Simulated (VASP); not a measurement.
# ZnO (zincite) (P6_3mc) in VASP: notebook

ZnO (zincite) is run at these levels: RPBE, BLYP; tasks: single point.

Everything below comes from runs of VASP 6.6.1. Logs are shortened: lines on timing, memory, paths and dates and some standing lists are left out, and cuts for length are marked.

## 1. The cell of the first run

Symmetry: P6_3mc, No. 186, hexagonal system. Conventional cell: a = 3.249 Å, b = 3.249 Å, c = 5.206 Å, α = 90.00°, β = 90.00°, γ = 120.00°. Within 2.6 Å of Zn (site symmetry 3m) lie 4 O at 1.97 to 1.98 Å. O (site symmetry 3m) has 4 Zn at 1.97 to 1.98 Å within 2.6 Å.

## 2. Single point, RPBE

Contents of INCAR:

```
SYSTEM = ZnO
ALGO = Normal
EDIFF = 1E-7
ENCUT = 520
GGA = RP
ISIF = 2
ISMEAR = 0
LASPH = .True.
LCHARG = .False.
LREAL = .False.
LWAVE = .False.
NBANDS = 26
NELM = 100
PREC = Accurate
SIGMA = 0.01
```

Contents of KPOINTS:

```
k-points
0
Gamma
  6 6 4
  0 0 0
```

Contents of POSCAR:

```
ZnO
1.0
    3.2493080000      0.0000000000      0.0000000000
   -1.6246540000      2.8139832727      0.0000000000
    0.0000000000      0.0000000000      5.2057090000
Zn O
2 2
Direct
    0.3333330000      0.6666670000      0.5000000000
    0.6666670000      0.3333330000      0.0000000000
    0.6666670000      0.3333330000      0.3790100000
    0.3333330000      0.6666670000      0.8790100000
```

Potentials or basis: VASP PAW PBE potentials, release 64 (Zn, O).

Run with:

```console
$ cat potpaw_PBE.64/Zn/POTCAR potpaw_PBE.64/O/POTCAR > POTCAR
$ mpirun -np 1 vasp_std > vasp.out
```

OUTCAR:

```text
SYSTEM = ZnO
   EDIFF = 1E-7
   ENCUT = 520
   GGA = RP
   ISIF = 2
   ISMEAR = 0
   LASPH = .True.
   LREAL = .False.
   NELM = 100
   PREC = Accurate

 ion  position               nearest neighbor table
   1  0.333  0.667  0.500-   4 1.97   3 1.98   3 1.98   3 1.98
   2  0.667  0.333  0.000-   3 1.97   4 1.98   4 1.98   4 1.98
   3  0.667  0.333  0.379-   2 1.97   1 1.98   1 1.98   1 1.98
   4  0.333  0.667  0.879-   1 1.97   2 1.98   2 1.98   2 1.98

  LATTYP: Found a hexagonal cell.
 ALAT       =     3.2493080000
 C/A-ratio  =     1.6020977390

  Lattice vectors:

 A1 = (   3.2493080000,   0.0000000000,   0.0000000000)
 A2 = (  -1.6246540000,   2.8139832727,   0.0000000000)
 A3 = (   0.0000000000,   0.0000000000,   5.2057090000)

Analysis of symmetry for initial positions (statically):
=====================================================================
 Subroutine PRICEL returns:
 Original cell was already a primitive cell.

 Routine SETGRP: Setting up the symmetry group for a
 hexagonal supercell.

 Subroutine GETGRP returns: Found 12 space group operations
 (whereof  6 operations were pure point group operations)
 out of a pool of 24 trial point group operations.

The static configuration has the point symmetry C_3v.
 The point group associated with its full space group is C_6v.

Analysis of symmetry for dynamics (positions and initial velocities):
=====================================================================
 Subroutine PRICEL returns:
 Original cell was already a primitive cell.

 Routine SETGRP: Setting up the symmetry group for a
 hexagonal supercell.

 Subroutine GETGRP returns: Found 12 space group operations
 (whereof  6 operations were pure point group operations)
 out of a pool of 24 trial point group operations.

The dynamic configuration has the point symmetry C_3v.
 The point group associated with its full space group is C_6v.

 Subroutine INISYM returns: Found 12 space group operations
 (whereof  6 operations are pure point group operations),
 and found     1 'primitive' translations

----------------------------------------------------------------------------------------

                                     Primitive cell

  volume of cell :      47.5984

  direct lattice vectors                    reciprocal lattice vectors
     3.249308000  0.000000000  0.000000000     0.307757836  0.177684070  0.000000000
    -1.624654000  2.813983273  0.000000000     0.000000000  0.355368139  0.000000000
     0.000000000  0.000000000  5.205709000     0.000000000  0.000000000  0.192096792

  length of vectors
     3.249308000  3.249308000  5.205709000     0.355368139  0.355368139  0.192096792

  position of ions in fractional coordinates (direct lattice)
     0.333333000  0.666667000  0.500000000
     0.666667000  0.333333000  0.000000000
     0.666667000  0.333333000  0.379010000
     0.333333000  0.666667000  0.879010000

  ion indices of the primitive-cell ions
   primitive index   ion index
                 1           1
                 2           2
                 3           3
                 4           4

----------------------------------------------------------------------------------------

 KPOINTS: k-points

Automatic generation of k-mesh.
 Grid dimensions read from file:
 generate k-points for:    6    6    4

 Generating k-lattice:

  Cartesian coordinates                     Fractional coordinates (reciprocal lattice)
     0.051292973  0.029614012  0.000000000     0.166666667  0.000000000  0.000000000
     0.000000000  0.059228023  0.000000000     0.000000000  0.166666667  0.000000000
     0.000000000  0.000000000  0.048024198     0.000000000  0.000000000  0.250000000

  Length of vectors
     0.059228023  0.059228023  0.048024198

  Shift w.r.t. Gamma in fractional coordinates (k-lattice)
     0.000000000  0.000000000  0.000000000

 Subroutine IBZKPT returns following result:
 ===========================================

 Found     21 irreducible k-points:

 Following reciprocal coordinates:
            Coordinates               Weight
  0.000000  0.000000  0.000000      1.000000
  0.166667  0.000000  0.000000      6.000000
  0.333333 -0.000000  0.000000      6.000000
  0.500000  0.000000  0.000000      3.000000
  0.166667  0.166667  0.000000      6.000000
  0.333333  0.166667  0.000000     12.000000
[... 13 lines left out ...]
  0.333333  0.166667  0.500000     12.000000
  0.333333  0.333333  0.500000      2.000000
   k-points           NKPTS =     21   k-points in BZ     NKDIM =     21   number of bands    NBANDS=     26
   number of dos      NEDOS =    301   number of ions     NIONS =      4
   total plane-waves  NPLWV =  23040
   dimension x,y,z NGX =    24 NGY =   24 NGZ =   40
   dimension x,y,z NGXF=    48 NGYF=   48 NGZF=   80
   ions per type =               2   2
   NGX,Y,Z   is equivalent  to a cutoff of  12.28, 12.28, 12.77 a.u.
   NGXF,Y,Z  is equivalent  to a cutoff of  24.56, 24.56, 25.55 a.u.
 SYSTEM =  ZnO
   PREC   = accura    normal or accurate (medium, high low for compatibility)
   ISTART =      0    job   : 0-new  1-cont  2-samecut
   ICHARG =      2    charge: 1-file 2-atom 10-const
   ISPIN  =      1    spin polarized calculation?
   LNONCOLLINEAR =      F non collinear calculations
   LSORBIT =      F    spin-orbit coupling
   LASPH  =      T    aspherical Exc in radial PAW
   ENCUT  =  520.0 eV  38.22 Ry    6.18 a.u.   6.04  6.04  9.68*2*pi/ulx,y,z
   NELM   =    100;   NELMIN=  2; NELMDL= -5     # of ELM steps
   EDIFF  = 0.1E-06   stopping-criterion for ELM
   LREAL  =      F    real-space projection
   EDIFFG = 0.1E-05   stopping-criterion for IOM
   NSW    =      0    number of steps for IOM
   IBRION =     -1    ionic relax: 0-MD 1-quasi-New 2-CG
   NFREE  =      0    steps in history (QN), initial steepest desc. (CG)
   ISIF   =      2    stress and relaxation
   ISYM   =      2    0-nonsym 1-usesym 2-fastsym
   POTIM  = 0.5000    time-step for ionic-motion
   TEBEG  =    0.0;   TEEND  =   0.0 temperature during run
   PSTRESS=    0.0 pullay stress
   NELECT =      36.0000    total number of electrons
   NUPDOWN=      -1.0000    fix difference up-down
   EMIN   =  10.00;   EMAX   =-10.00  energy-range for DOS
   EFERMI =   0.00;   METHOD = LEGACY
   ISMEAR =     0;   SIGMA  =   0.01  broadening in eV -4-tet -1-fermi 0-gaus
   EFERMI_NEDOS =   21; number of points for ismear=-14 and -15
   IALGO  =     38    algorithm
   IMIX   =      4    mixing-type and parameters
     AMIX     =   0.40;   BMIX     =  1.00
     AMIX_MAG =   1.60;   BMIX_MAG =  1.00
  volume/ion in A,a.u.               =      11.90        80.30
  Fermi-wavevector in a.u.,A,eV,Ry     =   1.491574  2.818667 30.270160  2.224794
  Thomas-Fermi vector in A             =   2.604212
   LORBIT       =      0    0 simple, 1 ext, 2 COOP (PROOUT), +10 PAW based schemes
   GGA     = RP    functional components
   LHFCALC =     F    Hartree Fock is set to
   AEXX    =    0.0000 exact exchange contribution
   IVDW    =     0    specifies the selected vdW correction
   LEPSILON=     F    determine dielectric tensor
   LRPA    =     F    only Hartree local field effects (RPA)
 non-spin polarized calculation
 Gauss-broadening in eV      SIGMA  =   0.01
  energy-cutoff  :      520.00
  volume of cell :       47.60
 maximum number of plane-waves:      1302
   NGX = 13   NGY = 13   NGZ = 19

 number of electron      36.0000017 magnetization

 Free energy of the ion-electron system (eV)
  ---------------------------------------------------
  ext. energy  EPLUGINS =         0.00000000
  ---------------------------------------------------
  free energy    TOTEN  =       -16.25306192 eV

  energy without entropy =      -16.25306192  energy(sigma->0) =      -16.25306192

 E-fermi :   1.5189     XC(G=0): -10.6535

 val. band max:        1.3844203364   @ k =   0.0000   0.0000   0.0000
 cond. band min:       2.2639111862   @ k =   0.0000   0.0000   0.0000
 fundamental gap:      0.8794908498
 Fermi energy:         1.5188550433

 k-point     1 :       0.0000    0.0000    0.0000
  band No.  band energies     occupation
      1     -16.7897      2.00000
      2     -16.0742      2.00000
      3      -4.2895      2.00000
      4      -4.2895      2.00000
      5      -4.2494      2.00000
      6      -4.2081      2.00000
[... 18 lines left out ...]
     25      15.6049      0.00000
     26      15.6049      0.00000

 k-point     2 :       0.1667    0.0000    0.0000
  band No.  band energies     occupation
      1     -16.6471      2.00000
      2     -16.0146      2.00000
      3      -4.4367      2.00000
      4      -4.2092      2.00000
      5      -4.1849      2.00000
      6      -4.1108      2.00000
[... 18 lines left out ...]
     25      15.6129      0.00000
     26      15.7935      0.00000

 k-point     3 :       0.3333   -0.0000    0.0000
  band No.  band energies     occupation
      1     -16.3261      2.00000
      2     -15.9160      2.00000
      3      -4.5858      2.00000
      4      -4.2341      2.00000
      5      -4.0798      2.00000
      6      -3.8867      2.00000
[... 18 lines left out ...]
     25      14.8718      0.00000
     26      15.5626      0.00000

 k-point     4 :       0.5000    0.0000    0.0000
  band No.  band energies     occupation
      1     -16.1222      2.00000
      2     -15.9023      2.00000
      3      -4.5161      2.00000
      4      -4.3040      2.00000
      5      -4.0374      2.00000
      6      -3.6661      2.00000
[... 18 lines left out ...]
     25      14.6598      0.00000
     26      15.7196      0.00000

 k-point     5 :       0.1667    0.1667    0.0000
  band No.  band energies     occupation
      1     -16.4137      2.00000
      2     -15.9360      2.00000
      3      -4.4774      2.00000
      4      -4.2795      2.00000
      5      -4.0732      2.00000
      6      -4.0132      2.00000
[... 18 lines left out ...]
     25      14.0613      0.00000
     26      16.7756      0.00000

 k-point     6 :       0.3333    0.1667    0.0000
  band No.  band energies     occupation
      1     -16.1299      2.00000
      2     -15.8982      2.00000
      3      -4.4148      2.00000
      4      -4.1649      2.00000
      5      -4.0205      2.00000
      6      -3.8148      2.00000
[... 340 lines left out ...]
 k-point    18 :       0.5000    0.0000    0.5000
  band No.  band energies     occupation
      1     -16.0032      2.00000
      2     -16.0032      2.00000
      3      -4.6985      2.00000
      4      -4.6985      2.00000
      5      -3.8036      2.00000
      6      -3.8036      2.00000
[... 18 lines left out ...]
     25      15.1627      0.00000
     26      15.1627      0.00000

 k-point    19 :       0.1667    0.1667    0.5000
  band No.  band energies     occupation
      1     -16.1728      2.00000
      2     -16.1728      2.00000
      3      -4.6214      2.00000
      4      -4.6214      2.00000
      5      -4.0683      2.00000
      6      -4.0683      2.00000
[... 18 lines left out ...]
     25      14.9519      0.00000
     26      14.9519      0.00000

 k-point    20 :       0.3333    0.1667    0.5000
  band No.  band energies     occupation
      1     -16.0052      2.00000
      2     -16.0052      2.00000
      3      -4.5620      2.00000
      4      -4.5620      2.00000
      5      -3.9411      2.00000
      6      -3.9411      2.00000
[... 18 lines left out ...]
     25      15.7214      0.00000
     26      15.7214      0.00000

 k-point    21 :       0.3333    0.3333    0.5000
  band No.  band energies     occupation
      1     -15.9502      2.00000
      2     -15.9502      2.00000
      3      -4.3248      2.00000
      4      -4.3248      2.00000
      5      -4.0764      2.00000
      6      -4.0764      2.00000
[... 18 lines left out ...]
     25      17.2674      0.00000
     26      17.2674      0.00000

------------------------ aborting loop because EDIFF is reached ----------------------------------------

  FORCE on cell =-STRESS in cart. coord.  units (eV):
  Direction    XX          YY          ZZ          XY          YZ          ZX
  --------------------------------------------------------------------------------------
  -------------------------------------------------------------------------------------
  Total        2.9888534      2.9888534      3.4930179      0.0000000      0.0000000      0.0000000
  in kB      100.6057777    100.6057777    117.5761159      0.0000000      0.0000000      0.0000000
  external PRESSURE =     106.2625571 kB  Pullay stress =       0.0000000 kB

 VOLUME and BASIS-vectors are now :
 -----------------------------------------------------------------------------
  energy-cutoff  :      520.00
  volume of cell :       47.60
      direct lattice vectors                 reciprocal lattice vectors
     3.249308000  0.000000000  0.000000000     0.307757836  0.177684070  0.000000000
    -1.624654000  2.813983273  0.000000000     0.000000000  0.355368139  0.000000000
     0.000000000  0.000000000  5.205709000     0.000000000  0.000000000  0.192096792

 POSITION                                       TOTAL-FORCE (eV/Angst)
 -----------------------------------------------------------------------------------
     -0.00000      1.87599      2.60285         0.000000     -0.000000     -0.080571
      1.62466      0.93799      0.00000        -0.000000      0.000000     -0.080571
      1.62466      0.93799      1.97302        -0.000000      0.000000      0.080571
     -0.00000      1.87599      4.57587         0.000000     -0.000000      0.080571
 -----------------------------------------------------------------------------------
    total drift:                                0.000411     -0.000237     -0.000471

  FREE ENERGIE OF THE ION-ELECTRON SYSTEM (eV)
  ---------------------------------------------------
  free  energy   TOTEN  =       -16.2530619152 eV

  energy  without entropy=      -16.2530619152  energy(sigma->0) =      -16.25306192
```

Run time: 58 s. Hardware: 1 thread of AMD EPYC 7R13, shared host; peak memory 0.14 GiB.

What came out:

* Free energy: -16.2531 eV
* Pressure: 10.6 GPa
* Largest force: 0.081 eV/Å
* Band gap on the k mesh: 0.88 eV, direct

Forces on the atoms (eV/Å):
```
Zn   0.000  0.000 -0.081
Zn   0.000  0.000 -0.081
O    0.000  0.000  0.081
O    0.000  0.000  0.081
```

Levels at points of the mesh, in eV from the valence-band top:
| k point | band 16 | band 17 | band 18 | band 19 | band 20 | band 21 |
| --- | --- | --- | --- | --- | --- | --- |
| (0.00, 0.00, 0.00) | -0.07 | 0.00 | 0.00 | 0.88 | 5.31 | 8.38 |
| (0.50, 0.00, 0.00) | -2.27 | -1.27 | -0.82 | 5.85 | 6.99 | 7.74 |
| (0.00, 0.00, 0.50) | -0.40 | -0.40 | -0.40 | 3.54 | 3.54 | 10.23 |
| (0.50, 0.00, 0.50) | -1.50 | -1.35 | -1.35 | 5.83 | 5.83 | 8.52 |

Caveat: the PAW data sets were made with another functional, which shifts forces and pressure a little. A hybrid or GW would open this gap; RPBE tends to underestimate it.

## 3. Single point, BLYP

Contents of INCAR:

```
SYSTEM = ZnO
AGGAC    = 1.0          
AGGAX    = 1.0          
ALDAC    = 0.0          
ALDAX    = 1.0          
ALGO     = Normal         ! electronic algorithm
EDIFF    = 1E-6           ! SCF threshold, eV
ENCUT    = 520            ! plane-wave cutoff, eV
GGA      = B5             ! functional
ISIF     = 2              ! what is computed and relaxed
ISMEAR   = 0              ! smearing method
LASPH    = .True.         ! aspherical terms in the spheres
LCHARG   = .False.        ! write CHGCAR
LREAL    = .False.        ! projectors in reciprocal space
LWAVE    = .False.        ! write WAVECAR
NBANDS   = 26             ! bands
NELM     = 60             ! most SCF steps
PREC     = Accurate       ! precision mode
SIGMA    = 0.01           ! smearing width, eV
```

KPOINTS is that of step 2.

POSCAR is that of step 2.

Potentials or basis: VASP PAW PBE potentials, release 64 (Zn, O).

Run with:

```console
$ cat potpaw_PBE.64/Zn/POTCAR potpaw_PBE.64/O/POTCAR > POTCAR
$ mpirun -np 1 vasp_std > vasp.out
```

Run time: 82 s. Hardware: 1 thread of AMD EPYC 7R13, shared host; peak memory 0.14 GiB.

The run converged. Its results:

| Item | Value |
| --- | --- |
| Free energy | -16.3713 eV |
| Pressure | 10.4 GPa |
| Largest force | 0.073 eV/Å |
| Band gap on the k mesh | 0.96 eV, direct |

Forces on the atoms (eV/Å):
```
Zn   0.000  0.000 -0.073
Zn   0.000  0.000 -0.073
O    0.000  0.000  0.073
O    0.000  0.000  0.073
```

Stress tensor (GPa, compression positive):
```
 9.73  0.00  0.00
 0.00  9.73  0.00
 0.00  0.00 11.77
```

Levels at points of the mesh, in eV from the valence-band top:
```
           k point  band 16  band 17  band 18  band 19  band 20  band 21
(0.00, 0.00, 0.00)    -0.07     0.00     0.00     0.96     5.29     8.43
(0.50, 0.00, 0.00)    -2.26    -1.26    -0.82     5.85     7.09     7.82
(0.00, 0.00, 0.50)    -0.40    -0.40    -0.40     3.58     3.58    10.24
(0.50, 0.00, 0.50)    -1.50    -1.35    -1.35     5.90     5.90     8.47
```

Caveat: the PAW data sets were made with another functional, which shifts forces and pressure a little.
